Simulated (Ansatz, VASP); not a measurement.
# ZrC: VASP beside Ansatz

```
Zr C
1.0
     0.00000    2.54552    2.54552
     2.54552    0.00000    2.54552
     2.54552    2.54552    0.00000
Zr C
1 1
Direct
  0.50000 0.50000 0.50000
  0.75000 0.75000 0.75000
```

Alike in both runs: task relaxation of cell and atoms; functional PBEsol-based global hybrid; k mesh 5 × 5 × 5; occupations fermi-dirac, width 0.05 eV; no spin polarisation.

```csv
,VASP,Ansatz
version,VASP 6.6.1,Ansatz 0.2.0
potentials or method,"VASP PAW PBE potentials, release 64 (Zr_sv, C)",Ansatz PAW
plane-wave cutoff (eV),600,420
valence electrons in the cell,16,16
```

Ansatz gave:

```
gap on the k mesh at the Fermi level, each at its own relaxed structure (eV) : 2.06
relaxed volume (Å³/atom)                                                     : 16.08
relaxed cell length with the largest relative difference (Å)                 : 3.569
```

**Question.** Which values does VASP return?

**Answer.** gap on the k mesh at the Fermi level, each at its own relaxed structure (eV): 2.11; relaxed volume (Å³/atom): 16.09; relaxed cell length with the largest relative difference (Å): 3.570.

VASP's potentials were made for PBE, not for PBEsol-based global hybrid.

The k mesh is coarse, so the values compare programs but aren't converged. Noted on Ansatz's run: odd divisions of the mesh miss points on the zone boundary, where band edges often lie, so the gap on the mesh can be too wide; the plane-wave basis is chosen anew once the cell has moved, so the energies of steps on either side of that aren't comparable.
